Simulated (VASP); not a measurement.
# AlN (Cm) in VASP: further runs

AlN is run at these levels: PBE; tasks: single point.

All numbers are computed with VASP 6.6.1; they aren't measurements. Logs are shortened: lines on timing, memory, paths and dates and some standing lists are left out, and cuts for length are marked.

**1. The cell of the first run**

Symmetry: Cm, No. 8, monoclinic system. The conventional cell has a = 6.227 Å, b = 6.227 Å, c = 4.403 Å, α = 90.00°, β = 90.00°, γ = 90.00°. Within 2.3 Å of Al (site symmetry m) lie 4 N at 1.75 to 1.91 Å. Al (site symmetry m) has 4 N at 1.91 to 2.07 Å within 2.5 Å. Within 2.5 Å of Al (site symmetry 1) lie 4 N at 1.91 to 1.92 Å. Within 2.3 Å of N (site symmetry m) lie 4 Al at 1.75 to 2.07 Å. Within 2.5 Å of N (site symmetry m) lie 4 Al at 1.91 Å. Within 2.5 Å of N (site symmetry 1) lie 4 Al at 1.91 Å.

**2. Single point, PBE (atom 5 (N) moved -0.200 Å towards its neighbour atom 6 (N) at 3.114 Å)**

Contents of INCAR:

```
PREC = Accurate ; ENCUT = 520
EDIFF = 1E-7 ; ISMEAR = 0
SIGMA = 0.05 ; LREAL = F
LASPH = T ; NELM = 80
ALGO = Normal ; ISIF = 2
LWAVE = F ; LCHARG = F
GGA = PE ; NBANDS = 26
```

Contents of KPOINTS:

```
regular mesh
0
Gamma
  6 6 6
```

Contents of POSCAR:

```
AlN
1.0
    4.4031742088      0.0000000000      0.0000000000
    0.0000000000     -4.4031742088      0.0000000000
    0.0000000000      0.0000000000     -4.4031742088
Al N
4 4
Direct
    0.0000000000      0.0000000000      0.0000000000
    0.5000000000      0.5000000000      0.0000000000
    0.5000000000      0.0000000000      0.5000000000
    0.0000000000      0.5000000000      0.5000000000
    0.7821180470      0.7821180470      0.7500000000
    0.2500000000      0.2500000000      0.7500000000
    0.2500000000      0.7500000000      0.2500000000
    0.7500000000      0.2500000000      0.2500000000
```

Potentials or basis: VASP PAW PBE potentials, release 64 (Al, N).

Command:

```sh
> cat potpaw_PBE.64/Al/POTCAR potpaw_PBE.64/N/POTCAR > POTCAR
> mpirun -np 1 vasp_std > vasp.out
```

OUTCAR:

```text
PREC = Accurate
   ENCUT = 520
   EDIFF = 1E-7
   ISMEAR = 0
   LREAL = F
   LASPH = T
   NELM = 80
   ISIF = 2
   GGA = PE

 ion  position               nearest neighbor table
   1  0.000  0.000  0.000-   5 1.75   6 1.91   7 1.91   8 1.91   3 3.11   4 3.11   2 3.11   3 3.11
                             4 3.11   2 3.11   4 3.11   4 3.11   2 3.11   3 3.11   3 3.11   2 3.11
   2  0.500  0.500  0.000-   6 1.91   7 1.91   8 1.91   5 2.07   3 3.11   4 3.11   1 3.11   3 3.11
                             4 3.11   1 3.11   3 3.11   3 3.11   1 3.11   4 3.11   4 3.11   1 3.11
   3  0.500  0.000  0.500-   6 1.91   7 1.91   8 1.91   5 1.92   2 3.11   4 3.11   1 3.11   1 3.11
                             2 3.11   2 3.11   4 3.11   2 3.11   1 3.11   4 3.11   1 3.11   4 3.11
   4  0.000  0.500  0.500-   6 1.91   7 1.91   8 1.91   5 1.92   2 3.11   3 3.11   1 3.11   1 3.11
                             2 3.11   1 3.11   3 3.11   1 3.11   2 3.11   3 3.11   2 3.11   3 3.11
   5  0.782  0.782  0.750-   1 1.75   3 1.92   4 1.92   2 2.07
   6  0.250  0.250  0.750-   1 1.91   2 1.91   3 1.91   4 1.91
   7  0.250  0.750  0.250-   1 1.91   2 1.91   3 1.91   4 1.91
   8  0.750  0.250  0.250-   1 1.91   2 1.91   3 1.91   4 1.91

  LATTYP: Found a simple cubic cell.
 ALAT       =     4.4031742088

  Lattice vectors:

 A1 = (   4.4031742088,   0.0000000000,   0.0000000000)
 A2 = (   0.0000000000,  -4.4031742088,   0.0000000000)
 A3 = (   0.0000000000,   0.0000000000,  -4.4031742088)

Analysis of symmetry for initial positions (statically):
=====================================================================
 Subroutine PRICEL returns:
 Original cell was already a primitive cell.

 Routine SETGRP: Setting up the symmetry group for a
 simple cubic supercell.

 Subroutine GETGRP returns: Found  2 space group operations
 (whereof  2 operations were pure point group operations)
 out of a pool of 48 trial point group operations.

The static configuration has the point symmetry C_1h.

Analysis of symmetry for dynamics (positions and initial velocities):
=====================================================================
 Subroutine PRICEL returns:
 Original cell was already a primitive cell.

 Routine SETGRP: Setting up the symmetry group for a
 simple cubic supercell.

 Subroutine GETGRP returns: Found  2 space group operations
 (whereof  2 operations were pure point group operations)
 out of a pool of 48 trial point group operations.

The dynamic configuration has the point symmetry C_1h.

 Subroutine INISYM returns: Found  2 space group operations
 (whereof  2 operations are pure point group operations),
 and found     1 'primitive' translations

----------------------------------------------------------------------------------------

                                     Primitive cell

  volume of cell :      85.3685

  direct lattice vectors                    reciprocal lattice vectors
     4.403174209  0.000000000  0.000000000     0.227108888  0.000000000  0.000000000
     0.000000000 -4.403174209  0.000000000     0.000000000 -0.227108888  0.000000000
     0.000000000  0.000000000 -4.403174209     0.000000000  0.000000000 -0.227108888

  length of vectors
     4.403174209  4.403174209  4.403174209     0.227108888  0.227108888  0.227108888

  position of ions in fractional coordinates (direct lattice)
     0.000000000  0.000000000  0.000000000
     0.500000000  0.500000000  0.000000000
     0.500000000  0.000000000  0.500000000
     0.000000000  0.500000000  0.500000000
     0.782118047  0.782118047  0.750000000
     0.250000000  0.250000000  0.750000000
     0.250000000  0.750000000  0.250000000
     0.750000000  0.250000000  0.250000000

  ion indices of the primitive-cell ions
   primitive index   ion index
                 1           1
                 2           2
                 3           3
                 4           4
                 5           5
                 6           6
                 7           7
                 8           8

----------------------------------------------------------------------------------------

 KPOINTS: regular mesh

Automatic generation of k-mesh.
 Grid dimensions read from file:
 generate k-points for:    6    6    6

 Generating k-lattice:

  Cartesian coordinates                     Fractional coordinates (reciprocal lattice)
     0.037851481  0.000000000  0.000000000     0.166666667  0.000000000  0.000000000
     0.000000000 -0.037851481  0.000000000     0.000000000  0.166666667  0.000000000
     0.000000000  0.000000000 -0.037851481     0.000000000  0.000000000  0.166666667

  Length of vectors
     0.037851481  0.037851481  0.037851481

  Shift w.r.t. Gamma in fractional coordinates (k-lattice)
     0.000000000  0.000000000  0.000000000

 Subroutine IBZKPT returns following result:
 ===========================================

 Found     68 irreducible k-points:

 Following reciprocal coordinates:
            Coordinates               Weight
  0.000000  0.000000  0.000000      1.000000
  0.166667  0.000000  0.000000      4.000000
  0.000000  0.000000  0.166667      2.000000
  0.333333  0.000000  0.000000      4.000000
  0.000000  0.000000  0.333333      2.000000
  0.500000  0.000000  0.000000      2.000000
[... 16 lines left out ...]
 -0.333333  0.333333  0.000000      2.000000
 -0.333333  0.000000  0.333333      4.000000
 [... further k-points ...]
   k-points           NKPTS =     68   k-points in BZ     NKDIM =     68   number of bands    NBANDS=     26
   number of dos      NEDOS =    301   number of ions     NIONS =      8
   total plane-waves  NPLWV =  46656
   dimension x,y,z NGX =    36 NGY =   36 NGZ =   36
   dimension x,y,z NGXF=    72 NGYF=   72 NGZF=   72
   ions per type =               4   4
   NGX,Y,Z   is equivalent  to a cutoff of  13.59, 13.59, 13.59 a.u.
   NGXF,Y,Z  is equivalent  to a cutoff of  27.18, 27.18, 27.18 a.u.
 SYSTEM =  unknown system
   PREC   = accura    normal or accurate (medium, high low for compatibility)
   ISTART =      0    job   : 0-new  1-cont  2-samecut
   ICHARG =      2    charge: 1-file 2-atom 10-const
   ISPIN  =      1    spin polarized calculation?
   LNONCOLLINEAR =      F non collinear calculations
   LSORBIT =      F    spin-orbit coupling
   LASPH  =      T    aspherical Exc in radial PAW
   ENCUT  =  520.0 eV  38.22 Ry    6.18 a.u.   8.19  8.19  8.19*2*pi/ulx,y,z
   NELM   =     80;   NELMIN=  2; NELMDL= -5     # of ELM steps
   EDIFF  = 0.1E-06   stopping-criterion for ELM
   LREAL  =      F    real-space projection
   EDIFFG = 0.1E-05   stopping-criterion for IOM
   NSW    =      0    number of steps for IOM
   IBRION =     -1    ionic relax: 0-MD 1-quasi-New 2-CG
   NFREE  =      0    steps in history (QN), initial steepest desc. (CG)
   ISIF   =      2    stress and relaxation
   ISYM   =      2    0-nonsym 1-usesym 2-fastsym
   POTIM  = 0.5000    time-step for ionic-motion
   TEBEG  =    0.0;   TEEND  =   0.0 temperature during run
   PSTRESS=    0.0 pullay stress
   NELECT =      32.0000    total number of electrons
   NUPDOWN=      -1.0000    fix difference up-down
   EMIN   =  10.00;   EMAX   =-10.00  energy-range for DOS
   EFERMI =   0.00;   METHOD = LEGACY
   ISMEAR =     0;   SIGMA  =   0.05  broadening in eV -4-tet -1-fermi 0-gaus
   EFERMI_NEDOS =   21; number of points for ismear=-14 and -15
   IALGO  =     38    algorithm
   IMIX   =      4    mixing-type and parameters
     AMIX     =   0.40;   BMIX     =  1.00
     AMIX_MAG =   1.60;   BMIX_MAG =  1.00
  volume/ion in A,a.u.               =      10.67        72.01
  Fermi-wavevector in a.u.,A,eV,Ry     =   1.180390  2.230614 18.957286  1.393321
  Thomas-Fermi vector in A             =   2.316684
   LORBIT       =      0    0 simple, 1 ext, 2 COOP (PROOUT), +10 PAW based schemes
   GGA     = PE    functional components
   LHFCALC =     F    Hartree Fock is set to
   AEXX    =    0.0000 exact exchange contribution
   IVDW    =     0    specifies the selected vdW correction
   LEPSILON=     F    determine dielectric tensor
   LRPA    =     F    only Hartree local field effects (RPA)
 non-spin polarized calculation
 Gauss-broadening in eV      SIGMA  =   0.05
  energy-cutoff  :      520.00
  volume of cell :       85.37
 maximum number of plane-waves:      2325
 NGX is ok and might be reduce to    36
   NGX = 17   NGY = 17   NGZ = 17

 number of electron      31.9999997 magnetization

 Free energy of the ion-electron system (eV)
  ---------------------------------------------------
  ext. energy  EPLUGINS =         0.00000000
  ---------------------------------------------------
  free energy    TOTEN  =       -59.00359716 eV

  energy without entropy =      -59.00359716  energy(sigma->0) =      -59.00359716

 E-fermi :   6.0938     XC(G=0): -10.8297

 val. band max:        5.8822679969   @ k =   0.0000   0.0000   0.0000
 cond. band min:       9.0238514557   @ k =   0.0000   0.0000   0.0000
 fundamental gap:      3.1415834588
 Fermi energy:         6.0938485400

 k-point     1 :       0.0000    0.0000    0.0000
  band No.  band energies     occupation
      1      -9.1055      2.00000
      2      -6.5160      2.00000
      3      -6.5117      2.00000
      4      -6.4915      2.00000
      5       0.8612      2.00000
      6       0.9304      2.00000
[... 18 lines left out ...]
     25      17.8065      0.00000
     26      18.0597      0.00000

 k-point     2 :       0.1667    0.0000    0.0000
  band No.  band energies     occupation
      1      -8.9740      2.00000
      2      -6.7530      2.00000
      3      -6.4966      2.00000
      4      -6.4821      2.00000
      5       1.0072      2.00000
      6       1.0898      2.00000
[... 18 lines left out ...]
     25      17.9200      0.00000
     26      18.1195      0.00000

 k-point     3 :       0.0000    0.0000    0.1667
  band No.  band energies     occupation
      1      -8.9734      2.00000
      2      -6.7557      2.00000
      3      -6.4984      2.00000
      4      -6.4787      2.00000
      5       1.0121      2.00000
      6       1.0781      2.00000
[... 18 lines left out ...]
     25      17.9174      0.00000
     26      18.2581      0.00000

 k-point     4 :       0.3333    0.0000    0.0000
  band No.  band energies     occupation
      1      -8.5956      2.00000
      2      -7.3316      2.00000
      3      -6.4682      2.00000
      4      -6.4575      2.00000
      5       1.4152      2.00000
      6       1.5255      2.00000
[... 18 lines left out ...]
     25      17.4770      0.00000
     26      18.1629      0.00000

 k-point     5 :       0.0000    0.0000    0.3333
  band No.  band energies     occupation
      1      -8.5921      2.00000
      2      -7.3382      2.00000
      3      -6.4716      2.00000
      4      -6.4521      2.00000
      5       1.4342      2.00000
      6       1.5001      2.00000
[... 18 lines left out ...]
     25      17.7248      0.00000
     26      18.2335      0.00000

 k-point     6 :       0.5000    0.0000    0.0000
  band No.  band energies     occupation
      1      -8.0972      2.00000
      2      -7.9237      2.00000
      3      -6.4532      2.00000
      4      -6.4451      2.00000
      5       1.8360      2.00000
      6       2.0775      2.00000
[... 427 lines left out ...]
 k-point    21 :       0.3333    0.3333    0.0000
  band No.  band energies     occupation
      1      -8.1454      2.00000
      2      -7.0860      2.00000
      3      -7.0793      2.00000
      4      -6.6257      2.00000
      5       1.4201      2.00000
      6       1.5002      2.00000
[... 18 lines left out ...]
     25      16.3429      0.00000
     26      16.5749      0.00000

 k-point    22 :       0.0000    0.3333    0.3333
  band No.  band energies     occupation
      1      -8.1380      2.00000
      2      -7.1390      2.00000
      3      -7.0338      2.00000
      4      -6.6289      2.00000
      5       1.4063      2.00000
      6       1.4802      2.00000
[... 18 lines left out ...]
     25      16.3598      0.00000
     26      16.6317      0.00000

 k-point    23 :      -0.3333    0.3333    0.0000
  band No.  band energies     occupation
      1      -8.1429      2.00000
      2      -7.1836      2.00000
      3      -6.9709      2.00000
      4      -6.6374      2.00000
      5       1.2723      2.00000
      6       1.5207      2.00000
[... 18 lines left out ...]
     25      16.4248      0.00000
     26      16.6880      0.00000

 k-point    24 :      -0.3333    0.0000    0.3333
  band No.  band energies     occupation
      1      -8.1426      2.00000
      2      -7.1350      2.00000
      3      -7.0244      2.00000
      4      -6.6364      2.00000
      5       1.3327      2.00000
      6       1.5247      2.00000
[... 18 lines left out ...]
     25      16.3868      0.00000
     26      16.6705      0.00000

 [... further k-points ...]

------------------------ aborting loop because EDIFF is reached ----------------------------------------

  FORCE on cell =-STRESS in cart. coord.  units (eV):
  Direction    XX          YY          ZZ          XY          YZ          ZX
  --------------------------------------------------------------------------------------
  -------------------------------------------------------------------------------------
  Total        0.3607298      0.3607298      1.0143029     -0.7517690      1.2924909     -1.2924909
  in kB        6.7700994      6.7700994     19.0362169    -14.1090367     24.2571894    -24.2571893
  external PRESSURE =      10.8588053 kB  Pullay stress =       0.0000000 kB

 VOLUME and BASIS-vectors are now :
 -----------------------------------------------------------------------------
  energy-cutoff  :      520.00
  volume of cell :       85.37
      direct lattice vectors                 reciprocal lattice vectors
     4.403174209  0.000000000  0.000000000     0.227108888  0.000000000  0.000000000
     0.000000000 -4.403174209  0.000000000     0.000000000 -0.227108888  0.000000000
     0.000000000  0.000000000 -4.403174209     0.000000000  0.000000000 -0.227108888

 POSITION                                       TOTAL-FORCE (eV/Angst)
 -----------------------------------------------------------------------------------
      0.00000      0.00000      0.00000         1.255680     -1.255680     -1.241199
      2.20159     -2.20159      0.00000         0.438702     -0.438702      0.213070
      2.20159      0.00000     -2.20159         0.225441     -0.162634     -0.063643
      0.00000     -2.20159     -2.20159         0.162634     -0.225441     -0.063643
      3.44380     -3.44380     -3.30238        -2.805658      2.805658      1.151236
      1.10079     -1.10079     -3.30238         0.403397     -0.403397      0.000655
      1.10079     -3.30238     -1.10079         0.391911      0.072106      0.001762
      3.30238     -1.10079     -1.10079        -0.072106     -0.391911      0.001762
 -----------------------------------------------------------------------------------
    total drift:                                0.000067     -0.000067     -0.000009

  FREE ENERGIE OF THE ION-ELECTRON SYSTEM (eV)
  ---------------------------------------------------
  free  energy   TOTEN  =       -59.0035971620 eV

  energy  without entropy=      -59.0035971620  energy(sigma->0) =      -59.00359716
```

It took 83 s on 1 thread of AMD EPYC 9R45 (Zen 5), shared host; peak memory 0.23 GiB.

Results:

```yaml
Free_energy: -59.0036 eV
Pressure: 1.1 GPa
Largest_force: 4.131 eV/Å
Band_gap_on_the_k_mesh: 3.14 eV
```

Forces on the atoms (eV/Å):
```
Al   1.256 -1.256 -1.241
Al   0.439 -0.439  0.213
Al   0.225 -0.163 -0.064
Al   0.163 -0.225 -0.064
N   -2.806  2.806  1.151
N    0.403 -0.403  0.001
N    0.392  0.072  0.002
N   -0.072 -0.392  0.002
```

Stress tensor (GPa, compression positive):
```
 0.68 -1.41 -2.43
-1.41  0.68  2.43
-2.43  2.43  1.90
```

Caveat: the cell differs from its parent crystal (atom 5 (N) moved -0.200 Å towards its neighbour atom 6 (N) at 3.114 Å); forces of over 1 eV/Å act on the atoms, so gaps and moduli don't describe the material at rest.

**3. Single point, PBE (atom 5 (N) moved +0.100 Å towards its neighbour atom 6 (N) at 3.114 Å)**

Contents of INCAR:

```
ALGO = Normal ; EDIFF = 1E-7
ENCUT = 520 ; GGA = PE
ISIF = 2 ; ISMEAR = 0
LASPH = True ; LCHARG = True
LELF = True ; LREAL = False
LVHAR = True ; LWAVE = False
NBANDS = 26 ; NELM = 80
PREC = Accurate ; SIGMA = 0.05
```

Contents of KPOINTS:

```
k-points
0
Gamma
  6 6 6
```

POSCAR: that of step 2 with these lines changed.

```diff
@@ -12,3 +12,3 @@
     0.0000000000      0.5000000000      0.5000000000
-    0.7821180470      0.7821180470      0.7500000000
+    0.7339409765      0.7339409765      0.7500000000
     0.2500000000      0.2500000000      0.7500000000
```

Potentials or basis: VASP PAW PBE potentials, release 64 (Al, N).

Command:

```sh
> cat potpaw_PBE.64/Al/POTCAR potpaw_PBE.64/N/POTCAR > POTCAR
> mpirun -np 1 vasp_std > vasp.out
```

It took 84 s on 1 thread of AMD EPYC 9R45 (Zen 5), shared host; peak memory 0.23 GiB.

The run converged. Its results:

```
Free energy            : -59.2952 eV
Pressure               : 0.1 GPa
Largest force          : 1.925 eV/Å
Band gap on the k mesh : 3.23 eV
```

Forces on the atoms (eV/Å):
```
Al  -0.296  0.296  0.186
Al  -0.499  0.499 -0.435
Al  -0.088  0.104 -0.016
Al  -0.104  0.088 -0.016
N    1.346 -1.346  0.281
N   -0.199  0.199  0.000
N   -0.197 -0.036  0.000
N    0.036  0.197  0.000
```

Stress tensor (GPa, compression positive):
```
-0.03 -0.36  1.10
-0.36 -0.03 -1.10
 1.10 -1.10  0.26
```

Levels at points of the mesh, in eV from the valence-band top:
```
           k point  band 14  band 15  band 16  band 17  band 18  band 19
(0.00, 0.00, 0.00)    -0.13    -0.08     0.00     3.23     3.24     3.25
(0.50, 0.00, 0.00)    -1.04    -1.02    -0.93     5.70     5.81     5.92
(0.00, 0.00, 0.50)    -1.03    -1.02    -1.01     5.74     5.76     5.90
(0.50, 0.50, 0.00)    -0.59    -0.57    -0.52     7.44     7.64     7.64
(0.00, 0.50, 0.50)    -0.59    -0.58    -0.49     7.49     7.59     7.62
(0.50, 0.50, 0.50)    -0.54    -0.54    -0.40     6.99     7.07     7.09
```

Caveat: the cell differs from its parent crystal (atom 5 (N) moved +0.100 Å towards its neighbour atom 6 (N) at 3.114 Å); forces of over 1 eV/Å act on the atoms, so gaps and moduli don't describe the material at rest. A k mesh can miss the band edges.
